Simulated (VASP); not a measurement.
# KF in VASP: further runs, part 2 of 2

VASP 6.6.1. The steps go on from the part before.

## 5. Single point, LDA+U, collinear spin, zero start

This run uses another cell than the first one, of 18.70 Å³/atom.

Contents of INCAR:

```
SYSTEM = KF
ALGO     = Normal         ! electronic algorithm
EDIFF    = 1E-6           ! SCF threshold, eV
ENCUT    = 600            ! plane-wave cutoff, eV
GGA      = CA             ! functional
GGA_COMPAT= .False.      
ISIF     = 2              ! what is computed and relaxed
ISMEAR   = 0              ! smearing method
ISPIN    = 2              ! spin polarisation
LASPH    = .True.         ! aspherical terms in the spheres
LCHARG   = .False.        ! write CHGCAR
LDAU     = .True.         ! DFT+U
LDAUJ    = 0 0          
LDAUL    = -1 1           ! shell
LDAUPRINT= 1            
LDAUTYPE = 2            
LDAUU    = 0 1.2          ! U, eV
LORBIT   = 11             ! projections on sites
LREAL    = .False.        ! projectors in reciprocal space
LWAVE    = .False.        ! write WAVECAR
MAGMOM   = 0 0            ! initial moments
NBANDS   = 19             ! bands
NELM     = 200            ! most SCF steps
PREC     = Accurate       ! precision mode
SIGMA    = 0.1            ! smearing width, eV
```

Contents of KPOINTS:

```
k-points
0
Gamma
  8 8 8
  0 0 0
```

Contents of POSCAR:

```
KF
1.0
    0.0000000000      2.6544134050      2.6544134050
    2.6544134050      0.0000000000      2.6544134050
    2.6544134050      2.6544134050      0.0000000000
K F
1 1
Direct
    0.0000000000      0.0000000000      0.0000000000
    0.5000000000      0.5000000000      0.5000000000
```

Potentials or basis: VASP PAW LDA potentials, release 64 (K_sv, F).

On the command line:

```sh
$ cat potpaw_LDA.64/K_sv/POTCAR potpaw_LDA.64/F/POTCAR > POTCAR
$ mpirun -np 1 vasp_std > vasp.out
```

It took 20 s on 1 thread of Intel Xeon 6975P-C (Granite Rapids), shared host; peak memory 0.18 GiB.

Results (log left out):

```
Free energy                                           : -8.3378 eV
Pressure                                              : -3.1 GPa
Band gap on the k mesh                                : 5.99 eV
Net moment                                            : 0.00 μB per cell
Valence electrons inside the program's atomic spheres : K 7.56; F 6.06
```

Levels at points of the mesh, in eV from the valence-band top:
Spin up:
```csv
k point,band 5,band 6,band 7,band 8,band 9,band 10,band 11,band 12
"(0.00, 0.00, 0.00)",-8.96,0.00,0.00,0.00,5.99,10.65,10.65,10.65
"(0.50, 0.00, 0.00)",-9.00,-0.85,-0.38,-0.38,8.93,10.46,12.13,12.13
"(0.50, 0.50, 0.00)",-9.21,-0.19,-0.05,-0.05,8.00,10.32,11.62,13.77
```
Spin down:
```
           k point  band 4  band 5  band 6  band 7  band 8  band 9  band 10  band 11  band 12  band 13
(0.00, 0.00, 0.00)   -8.96   -8.96    0.00    0.00    0.00    5.99    10.65    10.65    10.65    12.41
(0.50, 0.00, 0.00)   -9.00   -9.00   -0.85   -0.38   -0.38    8.93    10.46    12.13    12.13    14.52
(0.50, 0.50, 0.00)   -9.21   -9.21   -0.19   -0.05   -0.05    8.00    10.32    11.62    13.77    14.48
```

Caveat: the cell stands under tension. A k mesh can miss the band edges.

## 6. Single point, PBE

This run uses another cell than the first one, of 18.70 Å³/atom.

POSCAR is that of step 5.

Contents of INCAR.step1:

```
PREC     = Accurate       # precision mode
ENCUT    = 520            # plane-wave cutoff, eV
EDIFF    = 1E-6           # SCF threshold, eV
ISMEAR   = 0              # smearing method
SIGMA    = 0.1            # smearing width, eV
LREAL    = False          # projectors in reciprocal space
LASPH    = True           # aspherical terms in the spheres
NELM     = 120            # most SCF steps
ALGO     = Normal         # electronic algorithm
ISIF     = 2              # what is computed and relaxed
LWAVE    = False          # write WAVECAR
LCHARG   = True           # write CHGCAR
GGA      = PE             # functional
NBANDS   = 15             # bands
GGA_COMPAT= False        
NEDOS    = 2001           # points of the DOS
LORBIT   = 11             # projections on sites
```

Contents of KPOINTS.step1:

```
Automatic mesh
0
Gamma
  8 8 8
```

Contents of INCAR.step2:

```
PREC     = Accurate       # precision mode
ENCUT    = 520            # plane-wave cutoff, eV
EDIFF    = 1E-6           # SCF threshold, eV
ISMEAR   = -5             # smearing method
SIGMA    = 0.1            # smearing width, eV
LREAL    = False          # projectors in reciprocal space
LASPH    = True           # aspherical terms in the spheres
NELM     = 120            # most SCF steps
ALGO     = Normal         # electronic algorithm
ISIF     = 2              # what is computed and relaxed
LWAVE    = False          # write WAVECAR
LCHARG   = False          # write CHGCAR
GGA      = PE             # functional
LORBIT   = 10             # projections on sites
NBANDS   = 15             # bands
NEDOS    = 2001           # points of the DOS
ICHARG   = 11             # starting density
GGA_COMPAT= False
```

Contents of KPOINTS.step2:

```
Automatic mesh
0
Gamma
  12 12 12
```

Potentials or basis: VASP PAW PBE potentials, release 64 (K_sv, F).

On the command line:

```sh
$ cat potpaw_PBE.64/K_sv/POTCAR potpaw_PBE.64/F/POTCAR > POTCAR
$ cp INCAR.step1 INCAR
$ cp KPOINTS.step1 KPOINTS
$ mpirun -np 1 vasp_std > vasp.out
$ cp INCAR.step2 INCAR
$ cp KPOINTS.step2 KPOINTS
$ mpirun -np 1 vasp_std > vasp.out
```

Run time: 31 s. Hardware: 1 thread of AMD EPYC 7R13 (Zen 3), shared host; peak memory 0.14 GiB.

Results (log left out):

| Quantity | Value |
| --- | --- |
| Valence electrons inside the program's atomic spheres | K 7.59; F 6.09 |

Levels at points of the mesh, in eV from the valence-band top:
```tsv
k point	band 4	band 5	band 6	band 7	band 8	band 9	band 10	band 11	band 12	band 13
(0.00, 0.00, 0.00)	-9.32	-9.32	0.00	0.00	0.00	6.27	10.73	10.73	10.73	12.43
(0.50, 0.00, 0.00)	-9.36	-9.36	-0.81	-0.36	-0.36	9.15	10.75	12.17	12.17	14.43
(0.50, 0.50, 0.00)	-9.54	-9.54	-0.20	-0.05	-0.05	8.22	10.41	11.97	13.72	14.35
```

## 7. Electric field gradients, PBE

This run uses another cell than the first one, of 18.70 Å³/atom.

Contents of INCAR:

```
ALGO = Normal ; EDIFF = 1E-8
ENCUT = 520 ; GGA = PE
GGA_COMPAT = F ; ISIF = 2
ISMEAR = -4 ; LASPH = T
LCHARG = F ; LEFG = T
LREAL = F ; LWAVE = F
NBANDS = 15 ; NELM = 120
PREC = Accurate ; SIGMA = 0.1
```

Contents of KPOINTS:

```
k-points
0
Gamma
  5 5 5
```

Contents of POSCAR:

```
KF
1.0
    0.0000000000      2.6544134050      2.6544134050
    2.6544134050      0.0000000000      2.6544134050
    2.6544134050      2.6544134050      0.0000000000
K F
1 1
Direct
   -0.0024161676     -0.0079243783     -0.0003847510
    0.5067841706      0.4980939767      0.4941713447
```

Potentials or basis: VASP PAW PBE potentials, release 64 (K_sv, F).

On the command line:

```sh
$ cat potpaw_PBE.64/K_sv/POTCAR potpaw_PBE.64/F/POTCAR > POTCAR
$ mpirun -np 1 vasp_std > vasp.out
```

OUTCAR:

```text
EDIFF = 1E-8
   ENCUT = 520
   GGA = PE
   ISIF = 2
   ISMEAR = -4
   LASPH = T
   LREAL = F
   NELM = 120
   PREC = Accurate

 ion  position               nearest neighbor table
   1  0.998  0.992  1.000-   2 2.61   2 2.64   2 2.65   2 2.66   2 2.66   2 2.69
   2  0.507  0.498  0.494-   1 2.61   1 2.64   1 2.65   1 2.66   1 2.66   1 2.69

  LATTYP: Found a face centered cubic cell.
 ALAT       =     5.3088268100

  Lattice vectors:

 A1 = (   0.0000000000,   2.6544134050,   2.6544134050)
 A2 = (   2.6544134050,   0.0000000000,   2.6544134050)
 A3 = (   2.6544134050,   2.6544134050,   0.0000000000)

Analysis of symmetry for initial positions (statically):
=====================================================================
 Subroutine PRICEL returns:
 Original cell was already a primitive cell.

 Routine SETGRP: Setting up the symmetry group for a
 face centered cubic supercell.

 Subroutine GETGRP returns: Found  1 space group operations
 (whereof  1 operations were pure point group operations)
 out of a pool of 48 trial point group operations.

The static configuration has the point symmetry C_1 .

Analysis of symmetry for dynamics (positions and initial velocities):
=====================================================================
 Subroutine PRICEL returns:
 Original cell was already a primitive cell.

 Routine SETGRP: Setting up the symmetry group for a
 face centered cubic supercell.

 Subroutine GETGRP returns: Found  1 space group operations
 (whereof  1 operations were pure point group operations)
 out of a pool of 48 trial point group operations.

The dynamic configuration has the point symmetry C_1 .

 Subroutine INISYM returns: Found  1 space group operations
 (whereof  1 operations are pure point group operations),
 and found     1 'primitive' translations

----------------------------------------------------------------------------------------

                                     Primitive cell

  volume of cell :      37.4055

  direct lattice vectors                    reciprocal lattice vectors
     0.000000000  2.654413405  2.654413405    -0.188365535  0.188365535  0.188365535
     2.654413405  0.000000000  2.654413405     0.188365535 -0.188365535  0.188365535
     2.654413405  2.654413405  0.000000000     0.188365535  0.188365535 -0.188365535

  length of vectors
     3.753907437  3.753907437  3.753907437     0.326258676  0.326258676  0.326258676

  position of ions in fractional coordinates (direct lattice)
     0.997583832  0.992075622  0.999615249
     0.506784171  0.498093977  0.494171345

  ion indices of the primitive-cell ions
   primitive index   ion index
                 1           1
                 2           2

----------------------------------------------------------------------------------------

 KPOINTS: k-points

Automatic generation of k-mesh.
 Grid dimensions read from file:
 generate k-points for:    5    5    5

 Generating k-lattice:

  Cartesian coordinates                     Fractional coordinates (reciprocal lattice)
[... 84 lines left out ...]
  Fermi-wavevector in a.u.,A,eV,Ry     =   1.233492  2.330962 20.701292  1.521502
  Thomas-Fermi vector in A             =   2.368220
   LORBIT       =      0    0 simple, 1 ext, 2 COOP (PROOUT), +10 PAW based schemes
   GGA     = PE    functional components
   LHFCALC =     F    Hartree Fock is set to
   AEXX    =    0.0000 exact exchange contribution
   IVDW    =     0    specifies the selected vdW correction
   LEPSILON=     F    determine dielectric tensor
   LRPA    =     F    only Hartree local field effects (RPA)
 non-spin polarized calculation
 Fermi weights with tetrahedron method witout Bloechl corrections
  energy-cutoff  :      520.00
  volume of cell :       37.41
 maximum number of plane-waves:      1025
   NGX = 13   NGY = 13   NGZ = 13

 number of electron      16.0000000 magnetization

 Free energy of the ion-electron system (eV)
  ---------------------------------------------------
  ext. energy  EPLUGINS =         0.00000000
  ---------------------------------------------------
  free energy    TOTEN  =        -8.27934231 eV

  energy without entropy =       -8.27934231  energy(sigma->0) =       -8.27934231

 E-fermi :  -2.7156     XC(G=0):  -8.4929

 val. band max:       -2.7519879746   @ k =   0.0000   0.0000   0.0000
 cond. band min:       3.5181510936   @ k =   0.0000   0.0000   0.0000
 fundamental gap:      6.2701390682
 Fermi energy:        -2.7155827957

 k-point     1 :       0.0000    0.0000    0.0000
  band No.  band energies     occupation
      1     -28.8339      2.00000
      2     -21.4185      2.00000
      3     -12.0695      2.00000
      4     -12.0693      2.00000
      5     -12.0693      2.00000
      6      -2.7527      2.00000
      7      -2.7527      2.00000
      8      -2.7520      2.00000
      9       3.5182      0.00000
     10       7.9834      0.00000
     11       7.9861      0.00000
     12       7.9863      0.00000
     13       9.6817      0.00000
     14       9.6866      0.00000
[... 401 lines left out ...]
      2     -21.4779      2.00000
      3     -12.3478      2.00000
      4     -12.2036      2.00000
      5     -12.1842      2.00000
      6      -3.2884      2.00000
      7      -2.9724      2.00000
      8      -2.9120      2.00000
      9       6.2648      0.00000
     10       6.6559      0.00000
     11       9.2996      0.00000
     12       9.7729      0.00000
     13      10.8712      0.00000
     14      11.0400      0.00000
     15      14.6396      0.00000

 [... further k-points ...]

------------------------ aborting loop because EDIFF is reached ----------------------------------------

  FORCE on cell =-STRESS in cart. coord.  units (eV):
  Direction    XX          YY          ZZ          XY          YZ          ZX
  --------------------------------------------------------------------------------------
  -------------------------------------------------------------------------------------
  Total        0.5058270      0.5068829      0.5281414     -0.0000782     -0.0013484     -0.0004153
  in kB       21.6659106     21.7111366     22.6216923     -0.0033498     -0.0577563     -0.0177895
  external PRESSURE =      21.9995799 kB  Pullay stress =       0.0000000 kB

 VOLUME and BASIS-vectors are now :
 -----------------------------------------------------------------------------
  energy-cutoff  :      520.00
  volume of cell :       37.41
      direct lattice vectors                 reciprocal lattice vectors
     0.000000000  2.654413405  2.654413405    -0.188365535  0.188365535  0.188365535
     2.654413405  0.000000000  2.654413405     0.188365535 -0.188365535  0.188365535
     2.654413405  2.654413405  0.000000000     0.188365535  0.188365535 -0.188365535

 POSITION                                       TOTAL-FORCE (eV/Angst)
 -----------------------------------------------------------------------------------
      5.28677      5.30139      5.28138         0.002606      0.018087      0.073921
      2.63388      2.65695      2.66736        -0.002606     -0.018087     -0.073921
 -----------------------------------------------------------------------------------
    total drift:                                0.000270     -0.000034     -0.000117

  FREE ENERGIE OF THE ION-ELECTRON SYSTEM (eV)
  ---------------------------------------------------
  free  energy   TOTEN  =        -8.2793423150 eV

  energy  without entropy=       -8.2793423150  energy(sigma->0) =       -8.27934231

 Electric field gradients (V/A^2)
---------------------------------------------------------------------
 ion       V_xx      V_yy      V_zz      V_xy      V_xz      V_yz
---------------------------------------------------------------------
   1       0.110     0.092    -0.203     0.002     0.008     0.052
   2       0.077     0.061    -0.137     0.005     0.005     0.022
---------------------------------------------------------------------

 Electric field gradients after diagonalization (V/A^2)
 (convention: |V_zz| > |V_xx| > |V_yy|)
----------------------------------------------------------------------
 ion       V_xx      V_yy      V_zz     asymmetry (V_yy - V_xx)/ V_zz
----------------------------------------------------------------------
   1       0.112     0.100    -0.212       0.055
   2       0.079     0.061    -0.140       0.130
----------------------------------------------------------------------

           NMR quadrupolar parameters

 Cq : quadrupolar parameter    Cq=e*Q*V_zz/h
 eta: asymmetry parameters     (V_yy - V_xx)/ V_zz
 Q  : nuclear electric quadrupole moment in mb (millibarn)
----------------------------------------------------------------------
 ion       Cq(MHz)       eta       Q (mb)
----------------------------------------------------------------------
   1      -0.001       0.055       1.000
   2      -0.000       0.130       1.000
----------------------------------------------------------------------
```

OSZICAR:

```text
N       E                     dE             d eps       ncg     rms          rms(c)
DAV:   1     0.108745064674E+03    0.10875E+03   -0.82894E+03  1890   0.104E+03
DAV:   2    -0.510981679894E+01   -0.11385E+03   -0.10595E+03  2487   0.285E+02
DAV:   3    -0.941480902496E+01   -0.43050E+01   -0.42864E+01  2539   0.494E+01
DAV:   4    -0.953671520531E+01   -0.12191E+00   -0.12189E+00  2548   0.767E+00
DAV:   5    -0.953802682944E+01   -0.13116E-02   -0.13116E-02  2533   0.724E-01    0.636E+00
DAV:   6    -0.830868132080E+01    0.12293E+01   -0.34725E+00  2037   0.150E+01    0.415E+00
DAV:   7    -0.828072134289E+01    0.27960E-01   -0.66676E-02  2170   0.224E+00    0.233E+00
DAV:   8    -0.827712085468E+01    0.36005E-02   -0.49922E-02  2065   0.222E+00    0.193E-01
DAV:   9    -0.827866906291E+01   -0.15482E-02   -0.38598E-03  2324   0.515E-01    0.124E-01
DAV:  10    -0.827922279131E+01   -0.55373E-03   -0.46857E-04  1890   0.189E-01    0.599E-02
DAV:  11    -0.827934385050E+01   -0.12106E-03   -0.12423E-04  1953   0.946E-02    0.201E-02
DAV:  12    -0.827934219042E+01    0.16601E-05   -0.13415E-05  2366   0.369E-02    0.434E-03
DAV:  13    -0.827934231221E+01   -0.12179E-06   -0.21425E-06  1981   0.133E-02    0.230E-03
DAV:  14    -0.827934231496E+01   -0.27528E-08   -0.66560E-08  2541   0.236E-03
   1 F= -.82793423E+01 E0= -.82793423E+01  d E =0.000000E+00
```

stdout:

```text
POSCAR found type information on POSCAR K F
 POSCAR found :  2 types and       2 ions
 scaLAPACK will be used
 LDA part: xc-table for (Slater+PW92), standard interpolation
 POSCAR, INCAR and KPOINTS ok, starting setup
 FFT: planning ... GRIDC
 FFT: planning ... GRID_SOFT
 FFT: planning ... GRID
 WAVECAR not read
 entering main loop
ion   1
     0.0000394    -0.0000368    -0.0009808     0.0029356    -0.0001540    -0.0001587
     0.0000543    -0.0000368    -0.0009808     0.0029356    -0.0001540    -0.0001587
     0.0000748    -0.0000368    -0.0009808     0.0029356    -0.0001540    -0.0001587
     0.0001030    -0.0000368    -0.0009808     0.0029356    -0.0001540    -0.0001587

     0.0000394    -0.0017572    -0.0471901     0.1615241    -0.0072842    -0.0086247
     0.0000543    -0.0017572    -0.0471900     0.1615236    -0.0072841    -0.0086247
     0.0000748    -0.0017572    -0.0471898     0.1615228    -0.0072841    -0.0086247
     0.0001030    -0.0017571    -0.0471894     0.1615216    -0.0072841    -0.0086246

ion   2
     0.0000310    -0.0001513    -0.0045763     0.0305191    -0.0006579    -0.0016388
     0.0000427    -0.0001513    -0.0045763     0.0305191    -0.0006579    -0.0016388
     0.0000588    -0.0001513    -0.0045763     0.0305191    -0.0006579    -0.0016388
     0.0000810    -0.0001513    -0.0045763     0.0305191    -0.0006579    -0.0016388

     0.0000310    -0.0005155    -0.0162188     0.1156696    -0.0022928    -0.0062181
     0.0000427    -0.0005155    -0.0162188     0.1156696    -0.0022928    -0.0062181
     0.0000588    -0.0005155    -0.0162188     0.1156696    -0.0022928    -0.0062180
     0.0000810    -0.0005155    -0.0162188     0.1156695    -0.0022928    -0.0062180
```

It took 39 s on 1 thread of AMD EPYC 7R13 (Zen 3), shared host; peak memory 0.15 GiB.

Results:

```
Free energy                             : -8.2793 eV
Pressure                                : 2.2 GPa
Largest force                           : 0.076 eV/Å
Band gap on the k mesh                  : 6.27 eV
Largest electric field gradient by atom : K -0.21; F -0.14 V/Å²
```

Forces in eV/Å, atoms in the order of the input:
```
K    0.003  0.018  0.074
F   -0.003 -0.018 -0.074
```

Stress tensor (GPa, compression positive):
```
 2.17  0.00  0.00
 0.00  2.17 -0.01
 0.00 -0.01  2.26
```

Levels at points of the mesh, in eV from the valence-band top:
```csv
k point,band 5,band 6,band 7,band 8,band 9,band 10,band 11,band 12
"(0.00, 0.00, 0.00)",-9.32,0.00,0.00,0.00,6.27,10.74,10.74,10.74
```

Caveat: without QUAD_EFG the Cq values of the log hold for a quadrupole moment of 1 mb, not for the nuclei.

## 8. The runs side by side

```tsv
task	level	potentials or basis	spin	U	cell	k mesh	cutoff (eV)	smearing	k mesh for the DOS	occupations for the DOS	gap on the mesh (eV)	pressure (GPa)
single point	PBE+U	VASP PAW PBE potentials, release 64 (K_sv, F)	off	F p U = 4.8 eV	as given, atomic positions A	8 × 8 × 8	520	gaussian 0.1 eV	12 × 12 × 12	tetrahedron	-	-
single point	LDA+U	VASP PAW LDA potentials, release 64 (K_sv, F)	collinear, zero start	F p U = 1.2 eV	as given, atomic positions A	8 × 8 × 8	600	gaussian 0.1 eV	-	-	5.99	-3.1
single point	PBE	VASP PAW PBE potentials, release 64 (K_sv, F)	off	-	as given, atomic positions A	8 × 8 × 8	520	gaussian 0.1 eV	12 × 12 × 12	tetrahedron	-	-
electric field gradients	PBE	VASP PAW PBE potentials, release 64 (K_sv, F)	off	-	as given, atomic positions B	5 × 5 × 5	520	tetrahedron	-	-	6.27	2.2
```

Caveats: the cell stands under tension (at least some runs).

Absolute energies hang on the potentials; compare differences alone.
